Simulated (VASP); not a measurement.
Write the native input for VASP 6.6.1 that does the following.

| Quantity | Value |
| --- | --- |
| Task | single point |
| Functional | PBE |
| Potentials or basis | VASP PAW PBE potentials, release 64 (La, Sc_sv, F) |
| Cutoff | 520 eV |
| k mesh | 4 × 4 × 4 |
| Occupations | gaussian, width 0.1 eV |
| Spin | no spin polarisation |
| Dipole correction | no |
| Further INCAR settings | ALGO = Normal; EDIFF = 1e-07; NBANDS = 22 |

The structure of LaScF lies in POSCAR:

```
LaScF
1.0
    3.8346917900      0.0000000000      0.0000000000
    0.0000000000      3.8346917900      0.0000000000
    0.0000000000      0.0000000000      3.9816221000
La Sc F
1 1 1
Direct
    0.0000000000      0.0000000000      0.6997948400
    0.5000000000      0.5000000000      0.5697173500
    0.0000000000      0.0000000000      0.2602271800
```

The input as run:

INCAR

```
PREC = Accurate ; ENCUT = 520
EDIFF = 1E-7 ; ISMEAR = 0
SIGMA = 0.1 ; LREAL = F
LASPH = T ; NELM = 60
ALGO = Normal ; ISIF = 2
LWAVE = F ; LCHARG = T
GGA = PE ; LELF = T
LVHAR = T ; NBANDS = 22
```

KPOINTS

```
Automatic mesh
0
Gamma
  4 4 4
```

Potentials or basis: VASP PAW PBE potentials, release 64 (La, Sc_sv, F).

Launch:

```sh
$ cat potpaw_PBE.64/La/POTCAR potpaw_PBE.64/Sc_sv/POTCAR potpaw_PBE.64/F/POTCAR > POTCAR
$ mpirun -np 1 vasp_std > vasp.out
```

Results of the run:

The pressure is 45.7 GPa and the largest force is 12.572 eV/Å.

Caveat: the k points lie up to 0.41 Å⁻¹ apart; an odd number of electrons without spin polarisation forces a metal; a magnetic or distorted state may lie lower.

Wall time 20 s on 1 thread of AMD EPYC 9R45 96-Core Processor (Zen 5), with other jobs on the host, peak memory 0.16 GiB.
